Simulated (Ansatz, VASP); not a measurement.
## Two plane-wave programs on W

File POSCAR:

```
W
1.0
   -1.6007500000      1.6007500000      1.6007500000
    1.6007500000     -1.6007500000      1.6007500000
    1.6007500000      1.6007500000     -1.6007500000
W
1
Direct
    0.0000000000      0.0000000000      0.0000000000
```

Contents of INCAR.step1:

```
PREC     = Accurate       # precision mode
ENCUT    = 600            # plane-wave cutoff, eV
ISMEAR   = 0              # smearing method
SIGMA    = 0.1            # smearing width, eV
LREAL    = False          # projectors in reciprocal space
LASPH    = True           # aspherical terms in the spheres
NELM     = 100            # most SCF steps
GGA      = PE             # functional
ALGO     = Normal         # electronic algorithm
EDIFF    = 1E-4           # SCF threshold, eV
LWAVE    = True           # write WAVECAR
LCHARG   = False          # write CHGCAR
```

Contents of INCAR.step2:

```
PREC     = Accurate       # precision mode
ENCUT    = 600            # plane-wave cutoff, eV
EDIFF    = 1E-7           # SCF threshold, eV
ISMEAR   = 0              # smearing method
SIGMA    = 0.1            # smearing width, eV
LREAL    = False          # projectors in reciprocal space
LASPH    = True           # aspherical terms in the spheres
NELM     = 100            # most SCF steps
ALGO     = Normal         # electronic algorithm
ISIF     = 3              # what is computed and relaxed
LWAVE    = False          # write WAVECAR
LCHARG   = False          # write CHGCAR
METAGGA  = R2SCAN         # meta-GGA
LMIXTAU  = True         
LUSE_VDW = True         
IVDW_NL  = 2            
BPARAM   = 11.95        
CPARAM   = 0.0093       
IBRION   = 2              # ionic algorithm
NSW      = 100            # ionic steps
EDIFFG   = -0.05          # ionic threshold
ISTART   = 1
```

KPOINTS

```
regular mesh
0
Gamma
  8 8 8
```

Input for Ansatz:

```yaml
crystal:
  lattice:
    - [-1.60075, 1.60075, 1.60075]
    - [1.60075, -1.60075, 1.60075]
    - [1.60075, 1.60075, -1.60075]
  atoms:
    - { symbol: W, position: [0.0, 0.0, 0.0] }
basis:
  ecutwfc: 500
kpoints:
  mp_grid: { grid: [8, 8, 8] }
hamiltonian:
  xc: r2scan
  dispersion: rvv10
  pseudopotentials: { kind: paw, azcp: { folder: soft_1 } }
scf:
  occupations: { method: gaussian, width: 0.1 }
output:
  forces: true
  stress: true
  eigenvalues: true
relax:
  adjacent_minimum: "off"
  f_tol: 0.05
  max_steps: 80
  cell: { stress_tol: 0.5 }
```

Alike in both runs: task relaxation of cell and atoms; functional r2SCAN; dispersion rVV10; k mesh 8 × 8 × 8; occupations gaussian, width 0.1 eV; no spin polarisation.

|  | VASP | Ansatz |
| --- | --- | --- |
| version | VASP 6.6.1 | Ansatz 0.2.0 |
| potentials or method | VASP PAW PBE potentials, release 64 (W_sv), cutoff 600 eV | scalar-relativistic, plane waves, PAW |
| valence electrons in the cell | 14 | 14 |

Ansatz gave:

- gap on the k mesh at the Fermi level, each at its own relaxed structure (eV): none
- relaxed volume (Å³/atom): 15.81
- relaxed cell length with the largest relative difference (Å): 2.738

Task: Which values does VASP return?

Result: gap on the k mesh at the Fermi level, each at its own relaxed structure (eV): none; relaxed volume (Å³/atom): 15.91; relaxed cell length with the largest relative difference (Å): 2.744.

VASP's potentials were made for PBE, not for r2SCAN. A gap of «none» marks a metal or a gap that the smearing closes.

Neither program's run includes spin-orbit coupling.
